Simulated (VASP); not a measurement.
Crystal: Hg.

```
CELL_PARAMETERS angstrom
0.00000 2.55450 2.55450
2.55450 0.00000 2.55450
2.55450 2.55450 0.00000
ATOMIC_POSITIONS crystal
Hg 0.00000 0.00000 0.00000
```

| Item | Value |
| --- | --- |
| Program | VASP 6.6.1 |
| Task | relaxation of cell and atoms |
| Functional | r2SCAN |
| Potentials or basis | VASP PAW PBE potentials, release 64 (Hg) |
| Cutoff | 600 eV |
| k mesh | 10 × 10 × 10 |
| Occupations | gaussian, width 0.02 eV |
| Spin | no spin polarisation |

At the start: pressure -1.3 GPa; volume 33.34 Å³/atom.

Where does the relaxation end?

Over 6 steps the energy falls by 21.0 meV/atom and the volume is 28.85 Å³/atom (-13.5 %); space group Fm-3m (No. 225, to 0.05 Å).

The path:
| step | energy change (eV) | largest force (eV/Å) | pressure (GPa) | volume (Å³) |
| --- | --- | --- | --- | --- |
| 1 | 0.0000 | 0.0000 | -1.31 | 33.34 |
| 2 | -0.0095 | 0.0000 | -1.02 | 32.04 |
| 3 | -0.0195 | 0.0000 | -0.51 | 29.77 |
| 4 | -0.0082 | 0.0000 | 1.06 | 25.55 |
| 5 | -0.0204 | 0.0000 | 0.39 | 28.20 |
| 6 | -0.0210 | 0.0000 | -0.02 | 28.85 |

Final structure:
```
Hg
1.0
     0.00000    2.43420    2.43420
     2.43420    0.00000    2.43420
     2.43420    2.43420    0.00000
Hg
1
Direct
  0.00000 0.00000 0.00000
```

Caveat: the PAW data sets were made with another functional, which shifts forces and pressure a little.
